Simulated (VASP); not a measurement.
# Mg2Si (Fm-3m) in VASP: further runs

The runs below take Mg2Si through single point, with PBE.

Program: VASP 6.6.1. These are calculated values, not measurements. Logs are shortened: lines on timing, memory, paths and dates and some standing lists are left out, and cuts for length are marked.

**1. The cell of the first run**

Symmetry: Fm-3m, No. 225, cubic system. The conventional cell has a = 6.230 Å, b = 6.230 Å, c = 6.230 Å, α = 90.00°, β = 90.00°, γ = 90.00°. Within 3.6 Å of Si (site symmetry m-3m) lie 8 Mg at 2.70 Å. Within 3.6 Å of Mg (site symmetry -43m) lie 4 Si at 2.70 Å and 6 Mg at 3.12 Å.

**2. Single point, PBE (volume changed by -5%)**

Input file INCAR:

```
ALGO     = Normal         # electronic algorithm
EDIFF    = 1E-6           # SCF threshold, eV
ENCUT    = 600            # plane-wave cutoff, eV
GGA      = PE             # functional
GGA_COMPAT= False        
ISIF     = 2              # what is computed and relaxed
ISMEAR   = 0              # smearing method
LASPH    = True           # aspherical terms in the spheres
LCHARG   = False          # write CHGCAR
LREAL    = False          # projectors in reciprocal space
LWAVE    = False          # write WAVECAR
NBANDS   = 11             # bands
NELM     = 120            # most SCF steps
PREC     = Accurate       # precision mode
SIGMA    = 0.01           # smearing width, eV
```

Input file KPOINTS:

```
k-points
0
Gamma
  4 4 4
```

Input file POSCAR:

```
Mg2Si
1.0
    0.0000000000      3.1152415668      3.1152415668
    3.1152415668      0.0000000000      3.1152415668
    3.1152415668      3.1152415668      0.0000000000
Si Mg
1 2
Direct
    0.0000000000      0.0000000000      0.0000000000
    0.2500000000      0.2500000000      0.2500000000
    0.7500000000      0.7500000000      0.7500000000
```

Potentials or basis: VASP PAW PBE potentials, release 64 (Si, Mg).

Run with:

```sh
cat potpaw_PBE.64/Si/POTCAR potpaw_PBE.64/Mg/POTCAR > POTCAR
mpirun -np 1 vasp_std > vasp.out
```

OUTCAR:

```text
EDIFF = 1E-6
   ENCUT = 600
   GGA = PE
   ISIF = 2
   ISMEAR = 0
   LASPH = True
   LREAL = False
   NELM = 120
   PREC = Accurate

 ion  position               nearest neighbor table
   1  0.000  0.000  0.000-   3 2.70   3 2.70   3 2.70   2 2.70   3 2.70   2 2.70   2 2.70   2 2.70

   2  0.250  0.250  0.250-   1 2.70   1 2.70   1 2.70   1 2.70   3 3.12   3 3.12   3 3.12   3 3.12
                             3 3.12   3 3.12
   3  0.750  0.750  0.750-   1 2.70   1 2.70   1 2.70   1 2.70   2 3.12   2 3.12   2 3.12   2 3.12
                             2 3.12   2 3.12

  LATTYP: Found a face centered cubic cell.
 ALAT       =     6.2304831336

  Lattice vectors:

 A1 = (   0.0000000000,   3.1152415668,   3.1152415668)
 A2 = (   3.1152415668,   0.0000000000,   3.1152415668)
 A3 = (   3.1152415668,   3.1152415668,   0.0000000000)

Analysis of symmetry for initial positions (statically):
=====================================================================
 Subroutine PRICEL returns:
 Original cell was already a primitive cell.

 Routine SETGRP: Setting up the symmetry group for a
 face centered cubic supercell.

 Subroutine GETGRP returns: Found 48 space group operations
 (whereof 48 operations were pure point group operations)
 out of a pool of 48 trial point group operations.

The static configuration has the point symmetry O_h .

Analysis of symmetry for dynamics (positions and initial velocities):
=====================================================================
 Subroutine PRICEL returns:
 Original cell was already a primitive cell.

 Routine SETGRP: Setting up the symmetry group for a
 face centered cubic supercell.

 Subroutine GETGRP returns: Found 48 space group operations
 (whereof 48 operations were pure point group operations)
 out of a pool of 48 trial point group operations.

The dynamic configuration has the point symmetry O_h .

 Subroutine INISYM returns: Found 48 space group operations
 (whereof 48 operations are pure point group operations),
 and found     1 'primitive' translations

----------------------------------------------------------------------------------------

                                     Primitive cell

  volume of cell :      60.4652

  direct lattice vectors                    reciprocal lattice vectors
     0.000000000  3.115241567  3.115241567    -0.160501197  0.160501197  0.160501197
     3.115241567  0.000000000  3.115241567     0.160501197 -0.160501197  0.160501197
     3.115241567  3.115241567  0.000000000     0.160501197  0.160501197 -0.160501197
[... 79 lines left out ...]
   PSTRESS=    0.0 pullay stress
   NELECT =       8.0000    total number of electrons
   NUPDOWN=      -1.0000    fix difference up-down
   EMIN   =  10.00;   EMAX   =-10.00  energy-range for DOS
   EFERMI =   0.00;   METHOD = LEGACY
   ISMEAR =     0;   SIGMA  =   0.01  broadening in eV -4-tet -1-fermi 0-gaus
   EFERMI_NEDOS =   21; number of points for ismear=-14 and -15
   IALGO  =     38    algorithm
   IMIX   =      4    mixing-type and parameters
     AMIX     =   0.40;   BMIX     =  1.00
     AMIX_MAG =   1.60;   BMIX_MAG =  1.00
  volume/ion in A,a.u.               =      20.16       136.01
  Fermi-wavevector in a.u.,A,eV,Ry     =   0.834199  1.576408  9.468135  0.695888
  Thomas-Fermi vector in A             =   1.947551
   LORBIT       =      0    0 simple, 1 ext, 2 COOP (PROOUT), +10 PAW based schemes
   GGA     = PE    functional components
   LHFCALC =     F    Hartree Fock is set to
   AEXX    =    0.0000 exact exchange contribution
   IVDW    =     0    specifies the selected vdW correction
   LEPSILON=     F    determine dielectric tensor
   LRPA    =     F    only Hartree local field effects (RPA)
 non-spin polarized calculation
 Gauss-broadening in eV      SIGMA  =   0.01
  energy-cutoff  :      600.00
  volume of cell :       60.47
 maximum number of plane-waves:      2044
   NGX = 17   NGY = 17   NGZ = 17

 number of electron       8.0000000 magnetization

 Free energy of the ion-electron system (eV)
  ---------------------------------------------------
  ext. energy  EPLUGINS =         0.00000000
  ---------------------------------------------------
  free energy    TOTEN  =        -8.71253252 eV

  energy without entropy =       -8.71253252  energy(sigma->0) =       -8.71253252

 E-fermi :   4.0625     XC(G=0):  -8.9728

 val. band max:        4.0089602322   @ k =   0.0000   0.0000   0.0000
 cond. band min:       4.1072819221   @ k =   0.5000   0.5000   0.0000
 fundamental gap:      0.0983216899
 Fermi energy:         4.0624776890

 k-point     1 :       0.0000    0.0000    0.0000
  band No.  band energies     occupation
      1      -5.3666      2.00000
      2       4.0090      2.00000
      3       4.0090      2.00000
      4       4.0090      2.00000
      5       6.2269      0.00000
      6       6.6211      0.00000
      7       6.6211      0.00000
      8       6.6211      0.00000
      9       9.6783      0.00000
     10       9.6783      0.00000
     11      11.0146      0.00000
[... 85 lines left out ...]
 k-point     8 :      -0.2500    0.5000    0.2500
  band No.  band energies     occupation
      1      -3.1604      2.00000
      2       0.2713      2.00000
      3       0.2713      2.00000
      4       1.1924      2.00000
      5       6.6835      0.00000
      6       7.7156      0.00000
      7       7.7156      0.00000
      8       8.0356      0.00000
      9      12.7067      0.00000
     10      12.8115      0.00000
     11      12.8115      0.00000

------------------------ aborting loop because EDIFF is reached ----------------------------------------

  FORCE on cell =-STRESS in cart. coord.  units (eV):
  Direction    XX          YY          ZZ          XY          YZ          ZX
  --------------------------------------------------------------------------------------
  -------------------------------------------------------------------------------------
  Total        1.4532637      1.4532637      1.4532637      0.0000000      0.0000000      0.0000000
  in kB       38.5078985     38.5078985     38.5078985      0.0000000      0.0000000      0.0000000
  external PRESSURE =      38.5078985 kB  Pullay stress =       0.0000000 kB

 VOLUME and BASIS-vectors are now :
 -----------------------------------------------------------------------------
  energy-cutoff  :      600.00
  volume of cell :       60.47
      direct lattice vectors                 reciprocal lattice vectors
     0.000000000  3.115241567  3.115241567    -0.160501197  0.160501197  0.160501197
     3.115241567  0.000000000  3.115241567     0.160501197 -0.160501197  0.160501197
     3.115241567  3.115241567  0.000000000     0.160501197  0.160501197 -0.160501197

 POSITION                                       TOTAL-FORCE (eV/Angst)
 -----------------------------------------------------------------------------------
      0.00000      0.00000      0.00000        -0.000000     -0.000000     -0.000000
      1.55762      1.55762      1.55762         0.000000     -0.000000     -0.000000
      4.67286      4.67286      4.67286         0.000000      0.000000      0.000000
 -----------------------------------------------------------------------------------
    total drift:                               -0.000000     -0.000000     -0.000000

  FREE ENERGIE OF THE ION-ELECTRON SYSTEM (eV)
  ---------------------------------------------------
  free  energy   TOTEN  =        -8.7125325223 eV

  energy  without entropy=       -8.7125325223  energy(sigma->0) =       -8.71253252
```

stdout:

```text
POSCAR found type information on POSCAR SiMg
 POSCAR found :  2 types and       3 ions
 scaLAPACK will be used
 LDA part: xc-table for (Slater+PW92), standard interpolation
 POSCAR, INCAR and KPOINTS ok, starting setup
 FFT: planning ... GRIDC
 FFT: planning ... GRID_SOFT
 FFT: planning ... GRID
 WAVECAR not read
 entering main loop
```

It used 16 s of CPU time on 1 thread of AMD EPYC 7R13 Processor (Zen 3), on a shared host.

Results:

* Free energy: -8.7125 eV
* Pressure: 3.9 GPa
* Band gap on the k mesh: 0.10 eV, indirect (least direct gap 2.13 eV)

Levels at points of the mesh, in eV from the valence-band top:
```
           k point  band 1  band 2  band 3  band 4  band 5  band 6  band 7  band 8
(0.00, 0.00, 0.00)   -9.38    0.00    0.00    0.00    2.22    2.61    2.61    2.61
(0.50, 0.00, 0.00)   -7.83   -4.97   -0.73   -0.73    1.46    2.54    2.54    5.12
(0.50, 0.50, 0.00)   -7.23   -4.60   -2.04   -2.04    0.10    0.46    8.24    8.24
```

Caveat: the k points lie up to 0.44 Å⁻¹ apart. A k mesh can miss the band edges.

**3. Single point, PBE (volume changed by -10%)**

Input file INCAR:

```
SYSTEM = Mg2Si
PREC     = Accurate       ! precision mode
ENCUT    = 600            ! plane-wave cutoff, eV
EDIFF    = 1E-6           ! SCF threshold, eV
ISMEAR   = 0              ! smearing method
SIGMA    = 0.01           ! smearing width, eV
LREAL    = .False.        ! projectors in reciprocal space
LASPH    = .True.         ! aspherical terms in the spheres
NELM     = 120            ! most SCF steps
ALGO     = Normal         ! electronic algorithm
ISIF     = 2              ! what is computed and relaxed
LWAVE    = .False.        ! write WAVECAR
LCHARG   = .False.        ! write CHGCAR
GGA      = PE             ! functional
NBANDS   = 11             ! bands
GGA_COMPAT= .False.
```

Input file KPOINTS:

```
regular mesh
0
Gamma
  4 4 4
  0 0 0
```

Input file POSCAR:

```
Mg2Si
1.0
    0.0000000000      3.0596003158      3.0596003158
    3.0596003158      0.0000000000      3.0596003158
    3.0596003158      3.0596003158      0.0000000000
Si Mg
1 2
Direct
    0.0000000000      0.0000000000      0.0000000000
    0.2500000000      0.2500000000      0.2500000000
    0.7500000000      0.7500000000      0.7500000000
```

Potentials or basis: VASP PAW PBE potentials, release 64 (Si, Mg).

Run with:

```sh
cat potpaw_PBE.64/Si/POTCAR potpaw_PBE.64/Mg/POTCAR > POTCAR
mpirun -np 1 vasp_std > vasp.out
```

It used 32 s of CPU time on 1 thread of AMD EPYC 7R13 Processor (Zen 3), with other jobs on the host.

It converged, with:

| Property | Result |
| --- | --- |
| Free energy | -8.5959 eV |
| Pressure | 8.1 GPa |
| Band gap on the k mesh | 0.02 eV, indirect (least direct gap 2.13 eV) |

Levels at points of the mesh, in eV from the valence-band top:
| k point | band 1 | band 2 | band 3 | band 4 | band 5 | band 6 | band 7 | band 8 | band 9 |
| --- | --- | --- | --- | --- | --- | --- | --- | --- | --- |
| (0.00, 0.00, 0.00) | -9.63 | 0.00 | 0.00 | 0.00 | 2.55 | 2.69 | 2.69 | 2.69 | 5.72 |
| (0.50, 0.00, 0.00) | -7.98 | -5.15 | -0.74 | -0.74 | 1.69 | 2.57 | 2.57 | 5.25 | 8.29 |
| (0.50, 0.50, 0.00) | -7.33 | -4.74 | -2.11 | -2.11 | 0.02 | 0.54 | 8.57 | 8.57 | 8.90 |

Caveat: the k points lie up to 0.44 Å⁻¹ apart. A k mesh can miss the band edges.

**4. Single point, PBE (volume changed by +5%)**

Input file INCAR:

```
SYSTEM = Mg2Si
PREC = Accurate
ENCUT = 600
EDIFF = 1E-6
ISMEAR = 0
SIGMA = 0.01
LREAL = .FALSE.
LASPH = .TRUE.
NELM = 120
ALGO = Normal
ISIF = 2
LWAVE = .FALSE.
LCHARG = .FALSE.
GGA = PE
NBANDS = 11
GGA_COMPAT = .FALSE.
```

Input file KPOINTS:

```
regular mesh
0
G
  4 4 4
  0 0 0
```

Input file POSCAR:

```
Mg2Si
1.0
    0.0000000000      3.2209226366      3.2209226366
    3.2209226366      0.0000000000      3.2209226366
    3.2209226366      3.2209226366      0.0000000000
Si Mg
1 2
Direct
    0.0000000000      0.0000000000      0.0000000000
    0.2500000000      0.2500000000      0.2500000000
    0.7500000000      0.7500000000      0.7500000000
```

Run with:

```sh
cat potpaw_PBE.64/Si/POTCAR potpaw_PBE.64/Mg/POTCAR > POTCAR
mpirun -np 1 vasp_std > vasp.out
```

It used 23 s of CPU time on 1 thread of AMD EPYC 7R13 Processor (Zen 3) (shared host).

It converged, with:

```yaml
Free_energy: -8.7395 eV
Pressure: -2.0 GPa
Band_gap_on_the_k_mesh: 0.22 eV, indirect (least direct gap 1.62 eV)
```

Levels at points of the mesh, in eV from the valence-band top:
```tsv
k point	band 1	band 2	band 3	band 4	band 5	band 6	band 7	band 8
(0.00, 0.00, 0.00)	-8.94	0.00	0.00	0.00	1.62	2.47	2.47	2.47
(0.50, 0.00, 0.00)	-7.58	-4.65	-0.69	-0.69	1.07	2.49	2.49	4.87
(0.50, 0.50, 0.00)	-7.04	-4.35	-1.90	-1.90	0.22	0.30	7.66	7.66
```

Caveat: the k points lie up to 0.42 Å⁻¹ apart. A k mesh can miss the band edges.

**5. Single point, PBE (volume changed by +10%)**

Input file INCAR:

```
PREC = Accurate ; ENCUT = 600
EDIFF = 1E-6 ; ISMEAR = 0
SIGMA = 0.01 ; LREAL = False
LASPH = True ; NELM = 120
ALGO = Normal ; ISIF = 2
LWAVE = False ; LCHARG = False
GGA = PE ; NBANDS = 11
GGA_COMPAT = False
```

Input file KPOINTS:

```
Automatic mesh
0
Gamma
  4 4 4
```

Input file POSCAR:

```
Mg2Si
1.0
    0.0000000000      3.2712576830      3.2712576830
    3.2712576830      0.0000000000      3.2712576830
    3.2712576830      3.2712576830      0.0000000000
Si Mg
1 2
Direct
    0.0000000000      0.0000000000      0.0000000000
    0.2500000000      0.2500000000      0.2500000000
    0.7500000000      0.7500000000      0.7500000000
```

Run with:

```sh
cat potpaw_PBE.64/Si/POTCAR potpaw_PBE.64/Mg/POTCAR > POTCAR
mpirun -np 1 vasp_std > vasp.out
```

It used 29 s of CPU time on 1 thread of AMD EPYC 7R13 Processor (Zen 3), on a shared host.

It converged, with:

```yaml
Free_energy: -8.6790 eV
Pressure: -4.0 GPa
Band_gap_on_the_k_mesh: 0.23 eV, indirect (least direct gap 1.35 eV)
```

Levels at points of the mesh, in eV from the valence-band top:
| k point | band 1 | band 2 | band 3 | band 4 | band 5 | band 6 | band 7 | band 8 | band 9 |
| --- | --- | --- | --- | --- | --- | --- | --- | --- | --- |
| (0.00, 0.00, 0.00) | -8.75 | 0.00 | 0.00 | 0.00 | 1.35 | 2.41 | 2.41 | 2.41 | 5.51 |
| (0.50, 0.00, 0.00) | -7.46 | -4.51 | -0.68 | -0.68 | 0.89 | 2.46 | 2.46 | 4.76 | 7.47 |
| (0.50, 0.50, 0.00) | -6.96 | -4.24 | -1.84 | -1.84 | 0.23 | 0.27 | 7.40 | 7.40 | 7.96 |

**6. The runs side by side**

```csv
cell,gap on the mesh (eV),pressure (GPa)
"a = 4.406 Å, angles 60.0°, 3 atoms",0.10,3.9
"a = 4.327 Å, angles 60.0°, 3 atoms",0.02,8.1
"a = 4.555 Å, angles 60.0°, 3 atoms",0.22,-2.0
"a = 4.626 Å, angles 60.0°, 3 atoms",0.23,-4.0
```

Alike in all rows: task single point; level PBE; potentials or basis VASP PAW PBE potentials, release 64 (Si, Mg); no spin polarisation; k mesh 4 × 4 × 4; cutoff (eV) 600; smearing gaussian 0.01 eV.

Caveats: some runs use coarse meshes.

Total energies depend on the potentials used, so only differences within one code and one set of settings carry meaning.
